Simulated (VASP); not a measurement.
# Mo: relaxation of cell and atoms with PBEsol

Crystal: Mo.

```
CELL_PARAMETERS angstrom
-1.57500 1.57500 1.57500
1.57500 -1.57500 1.57500
1.57500 1.57500 -1.57500
ATOMIC_POSITIONS crystal
Mo 0.00000 0.00000 0.00000
```

| Quantity | Value |
| --- | --- |
| Program | VASP 6.6.1 |
| Task | relaxation of cell and atoms |
| Functional | PBEsol |
| Potentials or basis | VASP PAW PBE potentials, release 64 (Mo_sv) |
| Cutoff | 600 eV |
| k mesh | 24 × 24 × 24 |
| Occupations | methfessel-paxton, width 0.1 eV |
| Spin | no spin polarisation |
| Dipole correction | no |
| Further INCAR settings | ALGO = Normal; EDIFF = 1e-06; IBRION = 2; EDIFFG = -0.005; NSW = 60; ISIF = 3 |

The relaxed volume is 15.35 Å³/atom and the relaxed cell is a = 2.712 Å, b = 2.712 Å, c = 2.712 Å, α = 109.47°, β = 109.47°, γ = 109.47°. The space group after relaxing (to 0.05 Å) is Im-3m (No. 229), the energy gained by relaxing is 4.3 meV/atom and the ionic steps are 4. The pressure after relaxing is 0.0 GPa and the band gap on the k mesh is zero (band 7 reaches 16.87 eV, above the bottom of band 8 at 11.36 eV).

Step by step:
```
step  energy change (eV)  largest force (eV/Å)  pressure (GPa)  volume (Å³)
   1              0.0000                0.0000           -4.84        15.63
   2              0.0322                0.0000           16.04        14.58
   3             -0.0043                0.0000           -0.08        15.35
   4             -0.0043                0.0000           -0.01        15.35
```

Final structure:
```
CELL_PARAMETERS angstrom
-1.56559 1.56559 1.56559
1.56559 -1.56559 1.56559
1.56559 1.56559 -1.56559
ATOMIC_POSITIONS crystal
Mo 0.00000 0.00000 0.00000
```

Levels at points of the mesh, in eV from the Fermi level:
| k point | band 3 | band 4 | band 5 | band 6 | band 7 | band 8 | band 9 | band 10 | band 11 |
| --- | --- | --- | --- | --- | --- | --- | --- | --- | --- |
| (0.00, 0.00, 0.00) | -34.50 | -34.50 | -7.40 | -1.46 | -1.46 | -1.46 | 1.63 | 1.63 | 14.78 |
| (0.50, 0.00, 0.00) | -34.97 | -34.51 | -5.52 | -3.56 | 1.62 | 1.67 | 2.32 | 4.85 | 11.91 |
| (0.50, 0.50, 0.50) | -35.52 | -35.52 | -5.67 | -5.67 | 4.06 | 4.06 | 4.06 | 9.11 | 9.11 |

Wall time 3.5 min on 1 thread of Intel Xeon 8259CL (shared host), peak memory 0.22 GiB.

Caveat: the PAW data sets were made with another functional, which shifts forces and pressure a little.
